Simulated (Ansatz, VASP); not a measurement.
PbF2 in VASP and in Ansatz

```
Pb F
1.0
     0.00000    3.05895    2.92530
     3.05895    0.00000    2.92530
     3.05895    3.05895    0.00000
Pb F
1 2
Direct
  0.00000 0.00000 0.00000
  0.25000 0.25000 0.25000
  0.75000 0.75000 0.75000
```

Change from the starting cell: strain +0.030 along x and y, -0.015 along z, atoms carried along.

Alike in both runs: task single point; functional r2SCAN; k mesh 8 × 8 × 8; occupations gaussian, width 0.05 eV; no spin polarisation.

|  | VASP | Ansatz |
| --- | --- | --- |
| version | VASP 6.6.1 | Ansatz 0.2.0 |
| potentials or method | VASP PAW PBE potentials, release 64 (Pb_d, F), cutoff 520 eV | scalar-relativistic, plane waves, PAW |
| valence electrons in the cell | 28 | 28 |

```tsv
	VASP	Ansatz	Ansatz less VASP
gap on the k mesh at the Fermi level (eV)	4.77	4.77	+0.001
least direct gap on the mesh (eV)	5.03	5.03	-0.001
pressure (GPa)	-3.8	-3.7	+0.11
traceless stress, the component that is largest in VASP (GPa)	1.65	1.66	+0.003
```

VASP's potentials were made for PBE, not for r2SCAN.

Neither program's run includes spin-orbit coupling.
